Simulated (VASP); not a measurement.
# B (P6/mmm) in VASP: single point with LDA

Aim: the single point of B with LDA.

Everything below comes from runs of VASP 6.6.1. Logs are shortened: lines on timing, memory, paths and dates and some standing lists are left out, and cuts for length are marked.

## 1. The cell of the first run

The structure is hexagonal, space group P6/mmm (No. 191). Conventional cell: a = 3.278 Å, b = 3.278 Å, c = 3.143 Å, α = 90.00°, β = 90.00°, γ = 120.00°. Within 4.1 Å of B (site symmetry 6/mmm) lie 8 B at 3.14 to 3.28 Å.

## 2. Single point, LDA

INCAR reads:

```
SYSTEM = B
ALGO     = Normal         ! electronic algorithm
EDIFF    = 1E-6           ! SCF threshold, eV
ENCUT    = 520            ! plane-wave cutoff, eV
ISIF     = 2              ! what is computed and relaxed
ISMEAR   = -1             ! smearing method
LASPH    = .True.         ! aspherical terms in the spheres
LCHARG   = .True.         ! write CHGCAR
LELF     = .True.         ! ELF
LREAL    = .False.        ! projectors in reciprocal space
LVHAR    = .True.       
LWAVE    = .False.        ! write WAVECAR
NBANDS   = 8              ! bands
NELM     = 60             ! most SCF steps
PREC     = Accurate       ! precision mode
SIGMA    = 0.1            ! smearing width, eV
```

KPOINTS reads:

```
k-points
0
Gamma
  8 8 7
  0 0 0
```

POSCAR reads:

```
B
1.0
    3.2782370000      0.0000000000      0.0000000000
   -1.6391180000      2.8390360000      0.0000000000
    0.0000000000      0.0000000000      3.1429130000
B
1
Direct
    0.0000000000      0.0000000000      0.5000000000
```

Potentials or basis: VASP PAW LDA potentials, release 64 (B).

The run is started by

```sh
$ cat potpaw_LDA.64/B/POTCAR > POTCAR
$ mpirun -np 1 vasp_std > vasp.out
```

OUTCAR:

```text
SYSTEM = B
   EDIFF = 1E-6
   ENCUT = 520
   ISIF = 2
   ISMEAR = -1
   LASPH = .True.
   LREAL = .False.
   NELM = 60
   PREC = Accurate

 ion  position               nearest neighbor table
   1  0.000  0.000  0.500-

  LATTYP: Found a hexagonal cell.
 ALAT       =     3.2782370000
 C/A-ratio  =     0.9587204952

  Lattice vectors:

 A1 = (   3.2782370000,   0.0000000000,   0.0000000000)
 A2 = (  -1.6391180000,   2.8390360000,   0.0000000000)
 A3 = (   0.0000000000,   0.0000000000,   3.1429130000)

Analysis of symmetry for initial positions (statically):
=====================================================================
 Subroutine PRICEL returns:
 Original cell was already a primitive cell.

 Routine SETGRP: Setting up the symmetry group for a
 hexagonal supercell.

 Subroutine GETGRP returns: Found 24 space group operations
 (whereof 24 operations were pure point group operations)
 out of a pool of 24 trial point group operations.

The static configuration has the point symmetry D_6h.

Analysis of symmetry for dynamics (positions and initial velocities):
=====================================================================
 Subroutine PRICEL returns:
 Original cell was already a primitive cell.

 Routine SETGRP: Setting up the symmetry group for a
 hexagonal supercell.

 Subroutine GETGRP returns: Found 24 space group operations
 (whereof 24 operations were pure point group operations)
 out of a pool of 24 trial point group operations.

The dynamic configuration has the point symmetry D_6h.

 Subroutine INISYM returns: Found 24 space group operations
 (whereof 24 operations are pure point group operations),
 and found     1 'primitive' translations

----------------------------------------------------------------------------------------

                                     Primitive cell

  volume of cell :      29.2512

  direct lattice vectors                    reciprocal lattice vectors
     3.278237000  0.000000000  0.000000000     0.305042009  0.176116065  0.000000000
    -1.639118000  2.839036000  0.000000000     0.000000000  0.352232237  0.000000000
     0.000000000  0.000000000  3.142913000     0.000000000  0.000000000  0.318176163

  length of vectors
     3.278237000  3.278236298  3.142913000     0.352232161  0.352232237  0.318176163

  position of ions in fractional coordinates (direct lattice)
     0.000000000  0.000000000  0.500000000

  ion indices of the primitive-cell ions
   primitive index   ion index
                 1           1

----------------------------------------------------------------------------------------

 KPOINTS: k-points

Automatic generation of k-mesh.
 Grid dimensions read from file:
 generate k-points for:    8    8    7

 Generating k-lattice:

  Cartesian coordinates                     Fractional coordinates (reciprocal lattice)
     0.038130251  0.022014508  0.000000000     0.125000000  0.000000000  0.000000000
     0.000000000  0.044029030  0.000000000     0.000000000  0.125000000  0.000000000
     0.000000000  0.000000000  0.045453738     0.000000000  0.000000000  0.142857143

  Length of vectors
     0.044029020  0.044029030  0.045453738

  Shift w.r.t. Gamma in fractional coordinates (k-lattice)
     0.000000000  0.000000000  0.000000000

 Subroutine IBZKPT returns following result:
 ===========================================

 Found     40 irreducible k-points:

 Following reciprocal coordinates:
            Coordinates               Weight
  0.000000  0.000000  0.000000      1.000000
  0.125000  0.000000  0.000000      6.000000
  0.250000  0.000000  0.000000      6.000000
  0.375000  0.000000  0.000000      6.000000
  0.500000  0.000000  0.000000      3.000000
  0.125000  0.125000  0.000000      6.000000
[... 16 lines left out ...]
  0.250000  0.000000  0.285714     12.000000
  0.375000  0.000000  0.285714     12.000000
 [... further k-points ...]
   k-points           NKPTS =     40   k-points in BZ     NKDIM =     40   number of bands    NBANDS=      8
   number of dos      NEDOS =    301   number of ions     NIONS =      1
   total plane-waves  NPLWV =  13824
   dimension x,y,z NGX =    24 NGY =   24 NGZ =   24
   dimension x,y,z NGXF=    48 NGYF=   48 NGZF=   48
   ions per type =               1
   NGX,Y,Z   is equivalent  to a cutoff of  12.17, 12.17, 12.69 a.u.
   NGXF,Y,Z  is equivalent  to a cutoff of  24.34, 24.34, 25.39 a.u.
 SYSTEM =  B
   PREC   = accura    normal or accurate (medium, high low for compatibility)
   ISTART =      0    job   : 0-new  1-cont  2-samecut
   ICHARG =      2    charge: 1-file 2-atom 10-const
   ISPIN  =      1    spin polarized calculation?
   LNONCOLLINEAR =      F non collinear calculations
   LSORBIT =      F    spin-orbit coupling
   LASPH  =      T    aspherical Exc in radial PAW
   ENCUT  =  520.0 eV  38.22 Ry    6.18 a.u.   6.10  6.10  5.84*2*pi/ulx,y,z
   NELM   =     60;   NELMIN=  2; NELMDL= -5     # of ELM steps
   EDIFF  = 0.1E-05   stopping-criterion for ELM
   LREAL  =      F    real-space projection
   EDIFFG = 0.1E-04   stopping-criterion for IOM
   NSW    =      0    number of steps for IOM
   IBRION =     -1    ionic relax: 0-MD 1-quasi-New 2-CG
   NFREE  =      0    steps in history (QN), initial steepest desc. (CG)
   ISIF   =      2    stress and relaxation
   ISYM   =      2    0-nonsym 1-usesym 2-fastsym
   POTIM  = 0.5000    time-step for ionic-motion
   TEBEG  =    0.0;   TEEND  =   0.0 temperature during run
   PSTRESS=    0.0 pullay stress
   NELECT =       3.0000    total number of electrons
   NUPDOWN=      -1.0000    fix difference up-down
   EMIN   =  10.00;   EMAX   =-10.00  energy-range for DOS
   EFERMI =   0.00;   METHOD = LEGACY
   ISMEAR =    -1;   SIGMA  =   0.10  broadening in eV -4-tet -1-fermi 0-gaus
   EFERMI_NEDOS =   21; number of points for ismear=-14 and -15
   IALGO  =     38    algorithm
   IMIX   =      4    mixing-type and parameters
     AMIX     =   0.40;   BMIX     =  1.00
     AMIX_MAG =   1.60;   BMIX_MAG =  1.00
  volume/ion in A,a.u.               =      29.25       197.40
  Fermi-wavevector in a.u.,A,eV,Ry     =   0.766303  1.448103  7.989624  0.587221
  Thomas-Fermi vector in A             =   1.866613
   LORBIT       =      0    0 simple, 1 ext, 2 COOP (PROOUT), +10 PAW based schemes
   GGA     = CA    functional components
   LHFCALC =     F    Hartree Fock is set to
   AEXX    =    0.0000 exact exchange contribution
   IVDW    =     0    specifies the selected vdW correction
   LEPSILON=     F    determine dielectric tensor
   LRPA    =     F    only Hartree local field effects (RPA)
 non-spin polarized calculation
  energy-cutoff  :      520.00
  volume of cell :       29.25
 maximum number of plane-waves:       806
   NGX = 13   NGY = 13   NGZ = 11

 number of electron       3.0000000 magnetization

 Free energy of the ion-electron system (eV)
  ---------------------------------------------------
  ext. energy  EPLUGINS =         0.00000000
  ---------------------------------------------------
  free energy    TOTEN  =        -2.20002816 eV

  energy without entropy =       -2.16735121  energy(sigma->0) =       -2.18368968

 E-fermi :  -1.5524     XC(G=0):  -7.2645

 val. band max:       -1.5617262858   @ k =   0.3750   0.0000   0.4286
 cond. band min:      -1.4701252898   @ k =   0.3750   0.0000   0.2857
 fundamental gap:      0.0916009960
 Fermi energy:        -1.5524397452

 k-point     1 :       0.0000    0.0000    0.0000
  band No.  band energies     occupation
      1      -8.5334      2.00000
      2       1.5887      0.00000
      3       2.0459      0.00000
      4       2.0459      0.00000
      5       7.9187      0.00000
      6      10.6404      0.00000
      7      13.5054      0.00000
      8      13.5054      0.00000

 k-point     2 :       0.1250    0.0000    0.0000
  band No.  band energies     occupation
      1      -8.3148      2.00000
      2       1.3072      0.00000
      3       1.6910      0.00000
      4       1.8634      0.00000
      5       8.1908      0.00000
      6      11.0188      0.00000
      7      11.7268      0.00000
      8      14.1050      0.00000

 k-point     3 :       0.2500    0.0000    0.0000
  band No.  band energies     occupation
      1      -7.6833      2.00000
      2      -0.3489      0.00001
      3       1.4657      0.00000
      4       1.9523      0.00000
      5       8.6601      0.00000
      6       9.8825      0.00000
      7      12.3453      0.00000
      8      15.6080      0.00000

 k-point     4 :       0.3750    0.0000    0.0000
  band No.  band energies     occupation
      1      -6.7630      2.00000
      2      -2.1062      1.99216
      3       1.1148      0.00000
      4       2.2375      0.00000
      5       8.2570      0.00000
      6      10.1931      0.00000
      7      12.7566      0.00000
      8      15.2283      0.00000

 k-point     5 :       0.5000    0.0000    0.0000
  band No.  band energies     occupation
      1      -6.1478      2.00000
      2      -3.0320      2.00000
      3       0.9804      0.00000
      4       2.3641      0.00000
      5       7.9657      0.00000
      6      10.8128      0.00000
      7      12.4381      0.00000
      8      14.7840      0.00000
[... 177 lines left out ...]
 k-point    22 :       0.1250    0.0000    0.2857
  band No.  band energies     occupation
      1      -7.4832      2.00000
      2      -1.2591      0.10102
      3       1.6782      0.00000
      4       2.1625      0.00000
      5       9.0570      0.00000
      6      12.3061      0.00000
      7      12.9337      0.00000
      8      14.9869      0.00000

 k-point    23 :       0.2500    0.0000    0.2857
  band No.  band energies     occupation
      1      -6.8719      2.00000
      2      -0.7914      0.00099
      3       0.1768      0.00000
      4       1.8004      0.00000
      5       8.4321      0.00000
      6      10.5381      0.00000
      7      13.8068      0.00000
      8      15.1996      0.00000

 k-point    24 :       0.3750    0.0000    0.2857
  band No.  band energies     occupation
      1      -5.9869      2.00000
      2      -1.4701      0.61019
      3      -0.2025      0.00000
      4       1.4768      0.00000
      5       7.4648      0.00000
      6       9.3924      0.00000
      7      14.0060      0.00000
      8      14.7435      0.00000

 [... further k-points ...]
[... 5 lines left out ...]
  --------------------------------------------------------------------------------------
  -------------------------------------------------------------------------------------
  Total       -2.2454980     -2.2454972     -2.1798180     -0.0000004     -0.0000000      0.0000000
  in kB     -122.9927912   -122.9927460   -119.3952931     -0.0000217     -0.0000000      0.0000000
  external PRESSURE =    -121.7936101 kB  Pullay stress =       0.0000000 kB

 VOLUME and BASIS-vectors are now :
 -----------------------------------------------------------------------------
  energy-cutoff  :      520.00
  volume of cell :       29.25
      direct lattice vectors                 reciprocal lattice vectors
     3.278237000  0.000000000  0.000000000     0.305042009  0.176116065  0.000000000
    -1.639118000  2.839036000  0.000000000     0.000000000  0.352232237  0.000000000
     0.000000000  0.000000000  3.142913000     0.000000000  0.000000000  0.318176163

 POSITION                                       TOTAL-FORCE (eV/Angst)
 -----------------------------------------------------------------------------------
      0.00000      0.00000      1.57146        -0.000000      0.000000      0.000000
 -----------------------------------------------------------------------------------
    total drift:                                0.000000      0.000000      0.000000

  FREE ENERGIE OF THE ION-ELECTRON SYSTEM (eV)
  ---------------------------------------------------
  free  energy   TOTEN  =        -2.2000281573 eV

  energy  without entropy=       -2.1673512069  energy(sigma->0) =       -2.18368968
```

Wall time 6.9 s (1 thread of Intel Xeon Platinum 8259CL at 2.50GHz (Skylake/Cascade Lake), shared host); peak memory 0.11 GiB.

Results:

```yaml
Free_energy: -2.2000 eV
Pressure: -12.2 GPa
```

Stress tensor (GPa, compression positive):
```
-12.30   0.00   0.00
  0.00 -12.30   0.00
  0.00   0.00 -11.94
```
